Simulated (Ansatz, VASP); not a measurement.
**La4TaO: VASP beside Ansatz**

Contents of INCAR:

```
SYSTEM = La4TaO
  PREC = Accurate
  ENCUT = 520
  EDIFF = 1E-6
  ISMEAR = 0
  SIGMA = 0.1
  LREAL = .False.
  LASPH = .True.
  NELM = 100
  ALGO = Normal
  ISIF = 2
  LWAVE = .False.
  LCHARG = .True.
  GGA = PE
  LELF = .True.
  LVHAR = .True.
  NBANDS = 40
```

Contents of KPOINTS:

```
Automatic mesh
0
Gamma
  4 4 4
  0 0 0
```

POSCAR

```
La4TaO
1.0
    0.0000000000      4.0695045300      4.0695045300
    4.0695045300      0.0000000000      4.0695045300
    4.0695045300      4.0695045300      0.0000000000
La Ta O
4 1 1
Direct
    0.3753429500      0.3753429500      0.8739711600
    0.8739711600      0.3753429500      0.3753429500
    0.3753429500      0.8739711600      0.3753429500
    0.3753429500      0.3753429500      0.3753429500
    0.7500000000      0.7500000000      0.7500000000
    0.0000000000      0.0000000000      0.0000000000
```

Input for Ansatz:

```yaml
crystal:
  lattice:
    - [0.0, 4.06950453, 4.06950453]
    - [4.06950453, 0.0, 4.06950453]
    - [4.06950453, 4.06950453, 0.0]
  atoms:
    - { symbol: La, position: [0.37534295, 0.37534295, 0.87397116] }
    - { symbol: La, position: [0.87397116, 0.37534295, 0.37534295] }
    - { symbol: La, position: [0.37534295, 0.87397116, 0.37534295] }
    - { symbol: La, position: [0.37534295, 0.37534295, 0.37534295] }
    - { symbol: Ta, position: [0.75, 0.75, 0.75] }
    - { symbol: O, position: [0.0, 0.0, 0.0] }
basis:
  ecutwfc: 420
kpoints:
  mp_grid: { grid: [4, 4, 4] }
hamiltonian:
  xc: pbe
scf:
  occupations: { method: gaussian, width: 0.1 }
  lower_state_search: "off"
output:
  forces: true
  stress: true
  eigenvalues: true
```

Change from the starting cell: species swapped into the TbInCu4 type (F-43m, No. 216).

Alike in both runs: task single point; functional PBE; k mesh 4 × 4 × 4; occupations gaussian, width 0.1 eV; no spin polarisation.

|  | VASP | Ansatz |
| --- | --- | --- |
| version | VASP 6.6.1 | Ansatz 0.2.0 |
| potentials or method | VASP PAW PBE potentials, release 64 (La, Ta_pv, O), cutoff 520 eV | scalar-relativistic, plane waves, PAW |
| valence electrons in the cell | 61 | 63 |

|  | VASP | Ansatz | Ansatz less VASP |
| --- | --- | --- | --- |
| gap on the k mesh at the Fermi level (eV) | none | none | - |
| pressure (GPa) | 14.9 | 14.9 | +0.01 |
| rms of the force components (eV/Å) | 0.001 | 0.007 | +0.0065 |

Atom by atom the forces differ by 0.008 eV/Å (rms over components). A gap of «none» marks a metal or a gap that the smearing closes. VASP's potentials hold 61 valence electrons a cell and Ansatz's 63, so a difference there can come from the potentials and not from the codes.

Neither program's run includes spin-orbit coupling.
